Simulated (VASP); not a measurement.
# Mg (P6_3/mmc) in VASP: further runs, part 3 of 3

VASP 6.6.1. The steps go on from the part before.

### 5 Single point, PBEsol (volume scaled by 1.02)

File INCAR:

```
PREC = Accurate ; ENCUT = 520
EDIFF = 1E-7 ; ISMEAR = -1
SIGMA = 0.08 ; LREAL = F
LASPH = T ; NELM = 80
ALGO = Normal ; ISIF = 2
LWAVE = F ; LCHARG = F
GGA = PS ; NBANDS = 9
```

File KPOINTS:

```
regular mesh
0
Gamma
  12 12 7
```

File POSCAR:

```
Mg
1.0
    3.2305256058      0.0000000000      0.0000000000
   -1.6152628028      2.7977172422      0.0000000000
    0.0000000000      0.0000000000      5.2448365023
Mg
2
Direct
    0.3333333333      0.6666666667      0.2500000000
    0.6666666667      0.3333333333      0.7500000000
```

Potentials or basis: VASP PAW PBE potentials, release 64 (Mg).

On the command line:

```console
cat potpaw_PBE.64/Mg/POTCAR > POTCAR
mpirun -np 1 vasp_std > vasp.out
```

OUTCAR:

```text
PREC = Accurate
   ENCUT = 520
   EDIFF = 1E-7
   ISMEAR = -1
   LREAL = F
   LASPH = T
   NELM = 80
   ISIF = 2
   GGA = PS

 ion  position               nearest neighbor table
   1  0.333  0.667  0.250-   2 3.22   2 3.22   2 3.22   2 3.22   2 3.22   2 3.22
   2  0.667  0.333  0.750-   1 3.22   1 3.22   1 3.22   1 3.22   1 3.22   1 3.22

  LATTYP: Found a hexagonal cell.
 ALAT       =     3.2305256058
 C/A-ratio  =     1.6235242008

  Lattice vectors:

 A1 = (   3.2305256058,   0.0000000000,   0.0000000000)
 A2 = (  -1.6152628028,   2.7977172422,   0.0000000000)
 A3 = (   0.0000000000,   0.0000000000,   5.2448365023)

Analysis of symmetry for initial positions (statically):
=====================================================================
 Subroutine PRICEL returns:
 Original cell was already a primitive cell.

 Routine SETGRP: Setting up the symmetry group for a
 hexagonal supercell.

 Subroutine GETGRP returns: Found 24 space group operations
 (whereof 12 operations were pure point group operations)
 out of a pool of 24 trial point group operations.

The static configuration has the point symmetry D_3d.
 The point group associated with its full space group is D_6h.

Analysis of symmetry for dynamics (positions and initial velocities):
=====================================================================
 Subroutine PRICEL returns:
 Original cell was already a primitive cell.

 Routine SETGRP: Setting up the symmetry group for a
 hexagonal supercell.

 Subroutine GETGRP returns: Found 24 space group operations
 (whereof 12 operations were pure point group operations)
 out of a pool of 24 trial point group operations.

The dynamic configuration has the point symmetry D_3d.
 The point group associated with its full space group is D_6h.

 Subroutine INISYM returns: Found 24 space group operations
 (whereof 12 operations are pure point group operations),
 and found     1 'primitive' translations

----------------------------------------------------------------------------------------

                                     Primitive cell

  volume of cell :      47.4033

  direct lattice vectors                    reciprocal lattice vectors
     3.230525606  0.000000000  0.000000000     0.309547152  0.178717131  0.000000000
    -1.615262803  2.797717242  0.000000000     0.000000000  0.357434263  0.000000000
     0.000000000  0.000000000  5.244836502     0.000000000  0.000000000  0.190663713

  length of vectors
     3.230525606  3.230525606  5.244836502     0.357434263  0.357434263  0.190663713

  position of ions in fractional coordinates (direct lattice)
     0.333333333  0.666666667  0.250000000
     0.666666667  0.333333333  0.750000000

  ion indices of the primitive-cell ions
   primitive index   ion index
                 1           1
                 2           2

----------------------------------------------------------------------------------------

 KPOINTS: regular mesh

Automatic generation of k-mesh.
 Grid dimensions read from file:
 generate k-points for:   12   12    7

 Generating k-lattice:

  Cartesian coordinates                     Fractional coordinates (reciprocal lattice)
     0.025795596  0.014893094  0.000000000     0.083333333  0.000000000  0.000000000
     0.000000000  0.029786189  0.000000000     0.000000000  0.083333333  0.000000000
     0.000000000  0.000000000  0.027237673     0.000000000  0.000000000  0.142857143

  Length of vectors
     0.029786189  0.029786189  0.027237673

  Shift w.r.t. Gamma in fractional coordinates (k-lattice)
     0.000000000  0.000000000  0.000000000

 Subroutine IBZKPT returns following result:
 ===========================================

 Found     76 irreducible k-points:

 Following reciprocal coordinates:
            Coordinates               Weight
  0.000000  0.000000  0.000000      1.000000
  0.083333  0.000000  0.000000      6.000000
  0.166667  0.000000  0.000000      6.000000
  0.250000 -0.000000  0.000000      6.000000
  0.333333  0.000000  0.000000      6.000000
  0.416667 -0.000000  0.000000      6.000000
[... 16 lines left out ...]
  0.250000 -0.000000  0.142857     12.000000
  0.333333  0.000000  0.142857     12.000000
 [... further k-points ...]
   k-points           NKPTS =     76   k-points in BZ     NKDIM =     76   number of bands    NBANDS=      9
   number of dos      NEDOS =    301   number of ions     NIONS =      2
   total plane-waves  NPLWV =  23040
   dimension x,y,z NGX =    24 NGY =   24 NGZ =   40
   dimension x,y,z NGXF=    48 NGYF=   48 NGZF=   80
   ions per type =               2
   NGX,Y,Z   is equivalent  to a cutoff of  12.35, 12.35, 12.68 a.u.
   NGXF,Y,Z  is equivalent  to a cutoff of  24.70, 24.70, 25.36 a.u.
 SYSTEM =  unknown system
   PREC   = accura    normal or accurate (medium, high low for compatibility)
   ISTART =      0    job   : 0-new  1-cont  2-samecut
   ICHARG =      2    charge: 1-file 2-atom 10-const
   ISPIN  =      1    spin polarized calculation?
   LNONCOLLINEAR =      F non collinear calculations
   LSORBIT =      F    spin-orbit coupling
   LASPH  =      T    aspherical Exc in radial PAW
   ENCUT  =  520.0 eV  38.22 Ry    6.18 a.u.   6.01  6.01  9.75*2*pi/ulx,y,z
   NELM   =     80;   NELMIN=  2; NELMDL= -5     # of ELM steps
   EDIFF  = 0.1E-06   stopping-criterion for ELM
   LREAL  =      F    real-space projection
   EDIFFG = 0.1E-05   stopping-criterion for IOM
   NSW    =      0    number of steps for IOM
   IBRION =     -1    ionic relax: 0-MD 1-quasi-New 2-CG
   NFREE  =      0    steps in history (QN), initial steepest desc. (CG)
   ISIF   =      2    stress and relaxation
   ISYM   =      2    0-nonsym 1-usesym 2-fastsym
   POTIM  = 0.5000    time-step for ionic-motion
   TEBEG  =    0.0;   TEEND  =   0.0 temperature during run
   PSTRESS=    0.0 pullay stress
   NELECT =       4.0000    total number of electrons
   NUPDOWN=      -1.0000    fix difference up-down
   EMIN   =  10.00;   EMAX   =-10.00  energy-range for DOS
   EFERMI =   0.00;   METHOD = LEGACY
   ISMEAR =    -1;   SIGMA  =   0.08  broadening in eV -4-tet -1-fermi 0-gaus
   EFERMI_NEDOS =   21; number of points for ismear=-14 and -15
   IALGO  =     38    algorithm
   IMIX   =      4    mixing-type and parameters
     AMIX     =   0.40;   BMIX     =  1.00
     AMIX_MAG =   1.60;   BMIX_MAG =  1.00
  volume/ion in A,a.u.               =      23.70       159.95
  Fermi-wavevector in a.u.,A,eV,Ry     =   0.718056  1.356930  7.015230  0.515605
  Thomas-Fermi vector in A             =   1.806896
   LORBIT       =      0    0 simple, 1 ext, 2 COOP (PROOUT), +10 PAW based schemes
   GGA     = PS    functional components
   LHFCALC =     F    Hartree Fock is set to
   AEXX    =    0.0000 exact exchange contribution
   IVDW    =     0    specifies the selected vdW correction
   LEPSILON=     F    determine dielectric tensor
   LRPA    =     F    only Hartree local field effects (RPA)
 non-spin polarized calculation
  energy-cutoff  :      520.00
  volume of cell :       47.40
 maximum number of plane-waves:      1302
   NGX = 13   NGY = 13   NGZ = 19

 number of electron       4.0000000 magnetization

 Free energy of the ion-electron system (eV)
  ---------------------------------------------------
  ext. energy  EPLUGINS =         0.00000000
  ---------------------------------------------------
  free energy    TOTEN  =        -3.44213913 eV

  energy without entropy =       -3.42358042  energy(sigma->0) =       -3.43285978

 E-fermi :   2.3903     XC(G=0):  -8.4342

 val. band max:        2.3482175509   @ k =   0.3333   0.1667   0.1429
 cond. band min:       2.3913270221   @ k =   0.2500   0.0833   0.0000
 fundamental gap:      0.0431094712
 Fermi energy:         2.3903192974

 k-point     1 :       0.0000    0.0000    0.0000
  band No.  band energies     occupation
      1      -4.3638      2.00000
      2       0.7955      2.00000
      3       1.1894      2.00000
      4      13.1708      0.00000
      5      13.1708      0.00000
      6      13.2245      0.00000
      7      13.2245      0.00000
      8      14.0643      0.00000
      9      15.5733      0.00000
[... 265 lines left out ...]
 k-point    24 :       0.3333    0.0000    0.1429
  band No.  band energies     occupation
      1      -2.1356      2.00000
      2       1.5941      1.99990
      3       3.8546      0.00000
      4       4.8509      0.00000
      5       7.5906      0.00000
      6       9.6802      0.00000
      7       9.9154      0.00000
      8      11.5467      0.00000
      9      12.9920      0.00000

 [... further k-points ...]
[... 5 lines left out ...]
  --------------------------------------------------------------------------------------
  -------------------------------------------------------------------------------------
  Total       -0.4591883     -0.4591883     -0.6816200     -0.0000000      0.0000000      0.0000000
  in kB      -15.5200267    -15.5200267    -23.0379544     -0.0000000      0.0000000      0.0000000
  external PRESSURE =     -18.0260026 kB  Pullay stress =       0.0000000 kB

 VOLUME and BASIS-vectors are now :
 -----------------------------------------------------------------------------
  energy-cutoff  :      520.00
  volume of cell :       47.40
      direct lattice vectors                 reciprocal lattice vectors
     3.230525606  0.000000000  0.000000000     0.309547152  0.178717131  0.000000000
    -1.615262803  2.797717242  0.000000000     0.000000000  0.357434263  0.000000000
     0.000000000  0.000000000  5.244836502     0.000000000  0.000000000  0.190663713

 POSITION                                       TOTAL-FORCE (eV/Angst)
 -----------------------------------------------------------------------------------
     -0.00000      1.86514      1.31121        -0.000000      0.000000      0.000000
      1.61526      0.93257      3.93363         0.000000      0.000000      0.000000
 -----------------------------------------------------------------------------------
    total drift:                                0.000000     -0.000000      0.000000

  FREE ENERGIE OF THE ION-ELECTRON SYSTEM (eV)
  ---------------------------------------------------
  free  energy   TOTEN  =        -3.4421391320 eV

  energy  without entropy=       -3.4235804186  energy(sigma->0) =       -3.43285978
```

stdout:

```text
POSCAR found type information on POSCAR Mg
 POSCAR found :  1 types and       2 ions
 scaLAPACK will be used
 -----------------------------------------------------------------------------
|                                                                             |
|                                                                             |
|     You enforced a specific xc type in the INCAR file but a different       |
|     I HOPE YOU KNOW WHAT YOU ARE DOING!                                     |
|                                                                             |
 -----------------------------------------------------------------------------

 LDA part: xc-table for (Slater+PW92), standard interpolation
 POSCAR, INCAR and KPOINTS ok, starting setup
 FFT: planning ... GRIDC
 FFT: planning ... GRID_SOFT
 FFT: planning ... GRID
 WAVECAR not read
 entering main loop
```

It took 10 s on 1 thread of Intel Xeon Platinum 8559C (Emerald Rapids), shared host; peak memory 0.16 GiB.

What came out:

| Item | Value |
| --- | --- |
| Free energy | -3.4421 eV |
| Pressure | -1.8 GPa |
| Band gap on the k mesh | zero (band 2 reaches 3.42 eV, above the bottom of band 3 at 1.19 eV) |

Caveat: the PAW data sets were made with another functional, which shifts forces and pressure a little.

### 6 The runs side by side

| cell | gap on the mesh (eV) | pressure (GPa) |
| --- | --- | --- |
| a = 3.199, b = 3.199, c = 5.193 Å, angles 90.0, 90.0, 120.0°, 2 atoms | none | -0.8 |
| a = 3.209, b = 3.209, c = 5.054 Å, angles 90.0, 90.0, 120.0°, 2 atoms | none | -0.1 |
| a = 3.209, b = 3.209, c = 5.106 Å, angles 90.0, 90.0, 120.0°, 2 atoms | none | -0.5 |
| a = 3.231, b = 3.231, c = 5.245 Å, angles 90.0, 90.0, 120.0°, 2 atoms | none | -1.8 |

Alike in all rows: task single point; level PBEsol; potentials or basis VASP PAW PBE potentials, release 64 (Mg); no spin polarisation; k mesh 12 × 12 × 7; cutoff (eV) 520; smearing fermi-dirac 0.08 eV.

Caveats: the PAW data sets were made with another functional, which shifts forces and pressure a little.

Total energies depend on the potentials used, so only differences within one code and one set of settings carry meaning.
